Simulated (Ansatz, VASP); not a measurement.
**One calculation of MgO, two programs**

```
Mg O
1.0
     0.00000    2.11100    2.11100
     2.11100    0.00000    2.11100
     2.11100    2.11100    0.00000
Mg O
1 1
Direct
  0.00000 0.00000 0.00000
  0.50000 0.50000 0.50000
```

Alike in both runs: task single point; functional PBE; k mesh 4 × 4 × 4; occupations fermi-dirac, width 0.1 eV; no spin polarisation.

```csv
,VASP,Ansatz
version,VASP 6.6.1,Ansatz 0.2.0
potentials or method,"VASP PAW PBE potentials, release 64 (Mg_sv, O), cutoff 840 eV","PAW, plane waves, scalar-relativistic"
valence electrons in the cell,16,16
```

```tsv
	VASP	Ansatz	Ansatz less VASP
pressure (GPa)	3.6	3.5	-0.08
```

With one functional, cell and mesh, what is left measures potentials, basis and numerics.

The k mesh is coarse, so the values compare programs but aren't converged.
